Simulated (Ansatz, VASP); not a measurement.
## Si3Sb2Te: VASP beside Ansatz

```xyz
6
Lattice="3.3188 -5.7188 -0.0024 3.3188 5.7188 -0.0024 -0.0278 0.0000 4.0217" Properties=species:S:1:pos:R:3 pbc="T T T"
Si    1.6455    2.8594    2.0096
Si    1.6455   -2.8594    2.0096
Si    3.3048    0.0000    2.0085
Sb    3.3188   -1.9120   -0.0024
Sb    3.3188    1.9120   -0.0024
Te    0.0000    0.0000    0.0000
```

Change from the starting cell: species swapped into the YB2Ir3 type (C2/m, No. 12).

Alike in both runs: functional PBE; k mesh 3 × 3 × 4; occupations gaussian, width 0.2 eV; no spin polarisation.

Ansatz relaxed the structure, and its values are those at the end. VASP's run is a single point on that final structure, the one shown.

|  | VASP | Ansatz |
| --- | --- | --- |
| version | VASP 6.6.1 | Ansatz 0.2.0 |
| potentials or method | VASP PAW PBE potentials, release 64 (Si, Sb, Te), cutoff 500 eV | scalar-relativistic, plane waves, PAW |
| valence electrons in the cell | 28 | 58 |

Ansatz gave:

```
gap on the k mesh at the Fermi level (eV) : none
pressure (GPa)                            : -0.5
```

**Question.** What did VASP give for the same quantities?

**Answer.** gap on the k mesh at the Fermi level (eV): none; pressure (GPa): -0.4.

A gap of «none» marks a metal or a gap that the smearing closes. VASP's potentials hold 28 valence electrons a cell and Ansatz's 58, so a difference there can come from the potentials and not from the codes.

The k mesh is coarse, so the values compare programs but aren't converged. Neither program's run includes spin-orbit coupling.
